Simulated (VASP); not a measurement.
# Li4SiN2 (C2/m) in VASP: a series of runs, part 2 of 2

VASP 6.6.1. The steps go on from the part before.

## (4) Relaxation of cell and atoms, PBE

This run uses another cell than the first one, of 9.71 Å³/atom.

INCAR reads:

```
SYSTEM = Li4SiN2
ALGO = Normal ; EDIFF = 1E-7
EDIFFG = -0.08 ; ENCUT = 600
GGA = PE ; IBRION = 2
ISIF = 3 ; ISMEAR = 0
LASPH = .True. ; LCHARG = .False.
LREAL = .False. ; LWAVE = .False.
NELM = 60 ; NSW = 36
PREC = Accurate ; SIGMA = 0.2
```

KPOINTS reads:

```
k-points
0
Gamma
  6 6 4
  0 0 0
```

POSCAR reads:

```
Li4SiN2
1.0
    5.7614169700     -1.3186512300      0.0000000000
    5.7614169700      1.3186512300      0.0000000000
   -1.6997358000      0.0000000000      4.4755344900
Li Si N
4 1 2
Direct
    0.6238440300      0.6238440300      0.9652119900
    0.3761559700      0.3761559700      0.0347880100
    0.1520200100      0.1520200100      0.4900620000
    0.8479799900      0.8479799900      0.5099380000
    0.5000000000      0.5000000000      0.5000000000
    0.2451790000      0.2451790000      0.1933300000
    0.7548210000      0.7548210000      0.8066700000
```

Launch:

```sh
cat potpaw_PBE.64/Li_sv/POTCAR potpaw_PBE.64/Si/POTCAR potpaw_PBE.64/N/POTCAR > POTCAR
mpirun -np 1 vasp_std > vasp.out
```

Wall time 19 min (1 thread of Intel Xeon 6975P-C (Granite Rapids), shared host); peak memory 0.34 GiB.

Results (log left out):

```yaml
Free_energy: -32.4283 eV
Relaxed_volume: 11.48 Å³/atom
Relaxed_cell: a = 5.716 Å, b = 5.716 Å, c = 5.493 Å, α = 123.44°, β = 123.44°, γ = 33.20°
Space_group_after_relaxing_to_0.1_Å: C2/m (No. 12)
Energy_gained_by_relaxing: 997.5 meV/atom
Ionic_steps: 36
Pressure_after_relaxing: 0.6 GPa
Largest_force_after_relaxing: 0.065 eV/Å
Band_gap_on_the_k_mesh: zero (bands 13 and 14 overlap by 1.31 eV)
```

Forces on the atoms (eV/Å):
```
Li   0.041  0.000  0.047
Li  -0.041  0.000 -0.047
Li  -0.020  0.000  0.062
Li   0.020  0.000 -0.062
Si   0.000  0.000  0.000
N    0.039  0.000  0.014
N   -0.039  0.000 -0.014
```

Stress tensor (GPa, compression positive):
```
 0.74  0.00 -0.08
 0.00  0.83  0.00
-0.08  0.00  0.13
```

Step by step:
```
step  energy change (eV)  largest force (eV/Å)  pressure (GPa)  volume (Å³)
   1              0.0000                2.2579           16.25        68.00
   2             -1.2718                1.1239            2.68        78.16
   3             -1.5226                0.9527           -3.44        86.46
   4             -1.8446                0.9081           -2.69        84.89
   5             -2.6914                2.2317            0.21        79.93
   6             -4.1870                2.4179           15.88        68.80
   7             -3.5829                3.7258            2.52        75.38
   8             -4.3023                3.8322            6.55        72.01
   9             -4.3997                3.4936            8.84        70.88
  10             -4.4982                3.1810            9.54        70.75
  11             -4.6113                2.2045           12.47        70.36
  12             -4.7298                2.1395           11.79        70.81
  13             -5.0553                1.9516            9.90        72.17
  14             -5.5779                1.6010            6.59        74.94
  15             -6.1768                0.9789            1.63        80.63
  16             -6.0675                0.6668           -3.64        92.66
  17             -6.3079                0.4978           -1.18        85.89
  18             -6.3111                0.5647           -0.79        85.06
  19             -6.3618                0.5150           -1.15        85.01
  20             -6.4615                0.5328           -2.09        84.82
  21             -6.4264                1.3586           -3.27        84.25
  22             -6.4837                0.8786           -2.65        84.63
  23             -6.5275                0.7067           -1.87        83.99
  24             -6.6053                0.6064            0.71        82.04
  25             -6.6127                0.6901            1.98        81.16
  26             -6.6504                0.6464            1.59        81.44
  27             -6.7378                0.5179            0.43        82.23
  28             -6.7945                0.4710           -1.72        83.66
  29             -6.8506                0.4321           -1.41        83.13
  30             -6.9351                0.3744           -0.24        81.54
  31             -6.9363                0.3934           -0.04        81.31
  32             -6.9559                0.2995           -1.03        81.19
  33             -6.9560                0.2826           -1.00        81.20
  34             -6.9726                0.1638           -0.02        80.54
  35             -6.9773                0.0878            0.90        79.94
  36             -6.9823                0.0650            0.57        80.39
```

Final structure:
```xyz
7
Lattice="5.4038 -1.6329 -0.8968 5.4038 1.6329 -0.8968 -2.3800 0.0000 4.9501" Properties=species:S:1:pos:R:3 pbc="T T T"
Li    7.4251    0.0000   -0.8434
Li    1.0024    0.0000    3.9999
Li    0.6563    0.0000    1.5723
Li    7.7711    0.0000    1.5842
Si    4.2137    0.0000    1.5782
N     2.6028    0.0000    1.0992
N     5.8247    0.0000    2.0573
```

Levels at points of the mesh, in eV from the Fermi level:
| k point | band 10 | band 11 | band 12 | band 13 | band 14 | band 15 | band 16 | band 17 |
| --- | --- | --- | --- | --- | --- | --- | --- | --- |
| (0.00, 0.00, 0.00) | -4.08 | -2.53 | -2.38 | -2.22 | 1.17 | 2.11 | 4.97 | 5.03 |
| (0.50, 0.00, 0.00) | -4.24 | -4.15 | -3.32 | -0.07 | 0.53 | 2.25 | 3.19 | 3.94 |
| (0.50, 0.50, 0.00) | -3.03 | -2.54 | -1.82 | -0.49 | 0.53 | 0.85 | 4.68 | 5.35 |
| (0.00, 0.00, 0.50) | -3.16 | -2.67 | -2.26 | -0.29 | -0.26 | 3.91 | 4.36 | 5.31 |
| (0.50, 0.00, 0.50) | -4.35 | -4.30 | -2.99 | 0.21 | 0.93 | 1.30 | 2.28 | 4.79 |
| (0.50, 0.50, 0.50) | -3.48 | -2.74 | -2.13 | -0.90 | -0.77 | 3.58 | 4.22 | 5.12 |

Caveat: the k points lie up to 0.34 Å⁻¹ apart in the final cell, too coarse for converged energies and pressures of a metal; the cutoff is under 1.25 times the usual one of these potentials, so pressure, stress and relaxed cells hold a basis-set (Pulay) error; the volume moved by over 15 % at a fixed basis, so the end points are rough; the relaxation stopped at a loose force limit of 0.08 eV/Å, so its end isn't a converged minimum.

## (5) Single point, PBE

This run uses another cell than the first one, of the same volume but with other edges.

INCAR reads:

```
PREC = Accurate
ENCUT = 520
EDIFF = 1E-6
ISMEAR = 0
SIGMA = 0.1
LREAL = F
LASPH = T
NELM = 80
ALGO = Normal
ISIF = 2
LWAVE = F
LCHARG = F
GGA = PE
NBANDS = 22
```

KPOINTS reads:

```
regular mesh
0
Gamma
  10 10 6
```

POSCAR reads:

```
Li4SiN2
1.0
    5.0418691643     -1.7088006901     -0.0018029644
    5.0418691643      1.7088006901     -0.0018029644
   -2.6055425938      0.0000000000      4.9297701612
Li Si N
4 1 2
Direct
    0.7190166774      0.7190166774      0.3359579465
    0.2809833226      0.2809833226      0.6640420535
    0.1401629618      0.1401629618      0.9164601293
    0.8598370382      0.8598370382      0.0835398707
    0.5000000000      0.5000000000      0.5000000000
    0.3148369251      0.3148369251      0.2898882958
    0.6851630749      0.6851630749      0.7101117042
```

Potentials or basis: VASP PAW PBE potentials, release 64 (Li_sv, Si, N).

Launch:

```sh
cat potpaw_PBE.64/Li_sv/POTCAR potpaw_PBE.64/Si/POTCAR potpaw_PBE.64/N/POTCAR > POTCAR
mpirun -np 1 vasp_std > vasp.out
```

OUTCAR:

```text
PREC = Accurate
   ENCUT = 520
   EDIFF = 1E-6
   ISMEAR = 0
   LREAL = F
   LASPH = T
   NELM = 80
   ISIF = 2
   GGA = PE

 ion  position               nearest neighbor table
   1  0.719  0.719  0.336-   6 2.04   6 2.04   2 2.36   2 2.36   4 2.42   5 2.76
   2  0.281  0.281  0.664-   7 2.04   7 2.04   1 2.36   1 2.36   3 2.42   5 2.76
   3  0.140  0.140  0.916-   6 2.00   2 2.42   4 2.60   4 2.60   5 2.69   5 2.69
   4  0.860  0.860  0.084-   7 2.00   1 2.42   3 2.60   3 2.60   5 2.69   5 2.69
   5  0.500  0.500  0.500-   6 1.68   7 1.68   3 2.69   3 2.69   4 2.69   4 2.69   1 2.76   2 2.76

   6  0.315  0.315  0.290-   5 1.68   3 2.00   1 2.04   1 2.04
[... 813 lines left out ...]
  Total       -0.0013330     -0.0364407     -0.0153814      0.0000000      0.0000000      0.0487562
  in kB       -0.0251468     -0.6874485     -0.2901671      0.0000000      0.0000000      0.9197768
  external PRESSURE =      -0.3342541 kB  Pullay stress =       0.0000000 kB

 VOLUME and BASIS-vectors are now :
 -----------------------------------------------------------------------------
  energy-cutoff  :      520.00
  volume of cell :       84.93
      direct lattice vectors                 reciprocal lattice vectors
     5.041869164 -1.708800690 -0.001802964     0.099188317 -0.292602878  0.052424226
     5.041869164  1.708800690 -0.001802964     0.099188317  0.292602878  0.052424226
    -2.605542594  0.000000000  4.929770161     0.000072552  0.000000000  0.202887560

 POSITION                                       TOTAL-FORCE (eV/Angst)
 -----------------------------------------------------------------------------------
      6.37502      0.00000      1.65360        -0.009714      0.000000      0.006070
      1.10317      0.00000      3.27256         0.009714      0.000000     -0.006070
     -0.97451      0.00000      4.51743        -0.009734      0.000000     -0.005090
      8.45271      0.00000      0.40873         0.009734      0.000000      0.005090
      3.73910      0.00000      2.46308         0.000000      0.000000      0.000000
      2.41942      0.00000      1.42795        -0.003413      0.000000     -0.014161
      5.05878      0.00000      3.49822         0.003413      0.000000      0.014161
 -----------------------------------------------------------------------------------
    total drift:                                0.000000     -0.000000     -0.000000

  FREE ENERGIE OF THE ION-ELECTRON SYSTEM (eV)
  ---------------------------------------------------
  free  energy   TOTEN  =       -32.5518911127 eV

  energy  without entropy=      -32.5424575882  energy(sigma->0) =      -32.54717435
```

stdout:

```text
POSCAR found type information on POSCAR LiSiN
 POSCAR found :  3 types and       7 ions
 scaLAPACK will be used
 LDA part: xc-table for (Slater+PW92), standard interpolation
 POSCAR, INCAR and KPOINTS ok, starting setup
 FFT: planning ... GRIDC
 FFT: planning ... GRID_SOFT
 FFT: planning ... GRID
 WAVECAR not read
 entering main loop
```

Run time: 2.5 min. Hardware: 1 thread of Intel Xeon 6975P-C (Granite Rapids), shared host; peak memory 0.43 GiB.

What came out:

```yaml
Free_energy: -32.5519 eV
Largest_force: 0.015 eV/Å
Band_gap_on_the_k_mesh: zero (bands 13 and 14 overlap by 1.42 eV)
```

Forces on the atoms (eV/Å):
```
Li  -0.010  0.000  0.006
Li   0.010  0.000 -0.006
Li  -0.010  0.000 -0.005
Li   0.010  0.000  0.005
Si   0.000  0.000  0.000
N   -0.003  0.000 -0.014
N    0.003  0.000  0.014
```

Levels at points of the mesh, in eV from the Fermi level:
```tsv
k point	band 10	band 11	band 12	band 13	band 14	band 15	band 16	band 17
(0.00, 0.00, 0.00)	-4.05	-2.92	-2.82	-2.21	1.07	2.06	4.34	4.94
(0.50, 0.00, 0.00)	-4.31	-4.16	-3.36	-0.06	0.36	2.24	3.02	3.76
(0.50, 0.50, 0.00)	-3.47	-2.62	-2.20	-0.49	0.54	1.06	4.35	4.71
(0.00, 0.00, 0.50)	-3.52	-3.18	-2.52	-0.87	-0.84	3.49	4.07	4.47
(0.50, 0.00, 0.50)	-4.38	-4.34	-3.06	0.24	0.79	1.32	2.14	4.59
(0.50, 0.50, 0.50)	-3.22	-3.11	-2.65	-0.33	0.01	3.76	4.18	4.69
```

Caveat: the cutoff is under 1.25 times the usual one of these potentials, so pressure, stress and relaxed cells hold a basis-set (Pulay) error.

## (6) Summary

```csv
task,cell,k mesh,cutoff (eV),smearing,gap on the mesh (eV),largest force (eV/Å)
single point,"a = 5.777, b = 5.777, c = 5.597 Å, angles 124.1, 124.1, 34.2°, 7 atoms, atomic positions A",6 × 6 × 4,520,gaussian 0.2 eV,none,0.05
single point,"a = 3.418, b = 5.324, c = 5.576 Å, angles 116.3, 90.0, 108.7°, 7 atoms, atomic positions B",6 × 6 × 4,520,gaussian 0.2 eV,none,0.03
relaxation of cell and atoms,"relaxed from a = 5.910, b = 5.910, c = 4.787 Å, angles 110.2, 110.2, 25.8°, 7 atoms, atomic positions C",6 × 6 × 4,600,gaussian 0.2 eV,none,0.07
single point,"a = 5.324, b = 5.324, c = 5.576 Å, angles 116.3, 116.3, 37.4°, 7 atoms, atomic positions B",10 × 10 × 6,520,gaussian 0.1 eV,none,0.01
```

Alike in all rows: level PBE; potentials or basis VASP PAW PBE potentials, release 64 (Li_sv, Si, N); no spin polarisation.

Caveats: some runs use coarse meshes; the cutoff is under 1.25 times the usual one of these potentials, so pressure, stress and relaxed cells hold a basis-set (Pulay) error; the volume moved by over 15 % at a fixed basis, so the end points are rough (at least some runs); the relaxation stopped at a loose force limit of 0.08 eV/Å, so its end isn't a converged minimum (at least some runs).

Total energies depend on the potentials used, so only differences within one code and one set of settings carry meaning.
